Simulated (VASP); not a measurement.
# ZrB2: single point with r2SCAN

ZrB2:

```xyz
3
Lattice="3.1965 0.0000 0.0000 -1.5982 2.7682 0.0000 0.0000 0.0000 3.5916" Properties=species:S:1:pos:R:3 pbc="T T T"
Zr    0.0000    0.0000    0.0000
B     0.0000    1.8455    1.7958
B     1.5982    0.9227    1.7958
```

- Program: VASP 6.6.1
- Task: single point
- Functional: r2SCAN
- Potentials or basis: VASP PAW PBE potentials, release 64 (Zr_sv, B)
- Cutoff: 520 eV
- k mesh: 18 × 18 × 12
- Occupations: gaussian, width 0.1 eV
- Spin: no spin polarisation

```yaml
Pressure: -6.7 GPa
Band_gap_on_the_k_mesh: zero (bands 9 and 10 overlap by 1.43 eV)
```

Levels at points of the mesh, in eV from the Fermi level:
```csv
k point,band 5,band 6,band 7,band 8,band 9,band 10,band 11,band 12,band 13,band 14
"(0.00, 0.00, 0.00)",-13.55,-2.75,-2.73,-2.73,-2.69,3.40,3.40,4.13,4.13,4.76
"(0.50, 0.00, 0.00)",-9.46,-9.28,-4.13,-3.31,-2.75,2.14,2.28,4.92,4.95,6.42
"(0.00, 0.00, 0.50)",-11.63,-7.40,-1.07,-1.07,0.36,0.36,0.76,0.76,1.71,5.20
"(0.50, 0.00, 0.50)",-10.57,-7.60,-4.80,-4.34,-2.40,3.65,4.01,5.26,6.04,6.42
```

Run time: 5.3 min on 1 thread of Intel(R) Xeon(R) 6975P-C (Granite Rapids) (shared host), peak memory 0.25 GiB.

Caveat: the cell stands under tension; the PAW data sets were made with another functional, which shifts forces and pressure a little.
